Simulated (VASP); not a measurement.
Write the native input for VASP 6.6.1 that does the following.

| Property | Result |
| --- | --- |
| Task | single point |
| Functional | PBE |
| Potentials or basis | VASP PAW PBE potentials, release 64 (Se, Ga_d, W_sv) |
| Cutoff | 400 eV |
| k mesh | 7 × 7 × 7 |
| Occupations | fermi-dirac, width 0.0234 eV |
| Spin | no spin polarisation |
| Dipole correction | no |
| k mesh for the DOS | 11 × 11 × 11 |
| Occupations for the DOS | tetrahedron |
| Further INCAR settings | ALGO = Normal; EDIFF = 1e-06; NBANDS = 41 |

The system is Ga2WSe4.

```
CELL_PARAMETERS angstrom
0.00000 5.69979 0.00000
5.69979 0.00000 0.00000
2.84989 2.84989 -5.29613
ATOMIC_POSITIONS crystal
Se 0.40500 0.40500 0.73000
Se 0.59500 0.13500 0.27000
Se 0.86500 0.86500 0.73000
Se 0.13500 0.59500 0.27000
Ga 0.75000 0.25000 0.50000
Ga 0.50000 0.50000 0.00000
W 0.00000 0.00000 0.00000
```

One way to write it, as run:

POSCAR

```
Ga2WSe4
1.0
    0.0000000000      5.6997860000      0.0000000000
    5.6997860000      0.0000000000      0.0000000000
    2.8498930000      2.8498930000     -5.2961300000
Se Ga W
4 2 1
Direct
    0.4050000000      0.4050000000      0.7300000000
    0.5950000000      0.1350000000      0.2700000000
    0.8650000000      0.8650000000      0.7300000000
    0.1350000000      0.5950000000      0.2700000000
    0.7500000000      0.2500000000      0.5000000000
    0.5000000000      0.5000000000      0.0000000000
    0.0000000000      0.0000000000      0.0000000000
```

INCAR.step1

```
SYSTEM = Ga2WSe4
ALGO = Normal
EDIFF = 1E-6
ENCUT = 400
GGA = PE
GGA_COMPAT = .False.
ISIF = 2
ISMEAR = -1
LASPH = .True.
LCHARG = .True.
LMAXMIX = 4
LORBIT = 11
LREAL = .False.
LWAVE = .False.
NBANDS = 41
NEDOS = 2001
NELM = 120
PREC = Accurate
SIGMA = 0.0234
```

KPOINTS.step1

```
k-points
0
Gamma
  7 7 7
  0 0 0
```

INCAR.step2

```
SYSTEM = Ga2WSe4
ALGO = Normal
EDIFF = 1E-6
ENCUT = 400
GGA = PE
GGA_COMPAT = .False.
ICHARG = 11
ISIF = 2
ISMEAR = -5
LASPH = .True.
LCHARG = .False.
LMAXMIX = 4
LORBIT = 11
LREAL = .False.
LWAVE = .False.
NBANDS = 41
NEDOS = 2001
NELM = 120
PREC = Accurate
SIGMA = 0.0234
```

KPOINTS.step2

```
k-points
0
Gamma
  11 11 11
  0 0 0
```

Potentials or basis: VASP PAW PBE potentials, release 64 (Se, Ga_d, W_sv).

The run is started by

```console
$ cat potpaw_PBE.64/Se/POTCAR potpaw_PBE.64/Ga_d/POTCAR potpaw_PBE.64/W_sv/POTCAR > POTCAR
$ cp INCAR.step1 INCAR
$ cp KPOINTS.step1 KPOINTS
$ mpirun -np 1 vasp_std > vasp.out
$ cp INCAR.step2 INCAR
$ cp KPOINTS.step2 KPOINTS
$ mpirun -np 1 vasp_std > vasp.out
```

It gave:

* Valence electrons inside the program's atomic spheres: Se 3.89; Ga 11.76, 11.79; W 11.79

Run time: 12 min on 1 thread of Intel(R) Xeon(R) Platinum 8559C (Emerald Rapids), on a shared host, peak memory 0.82 GiB.
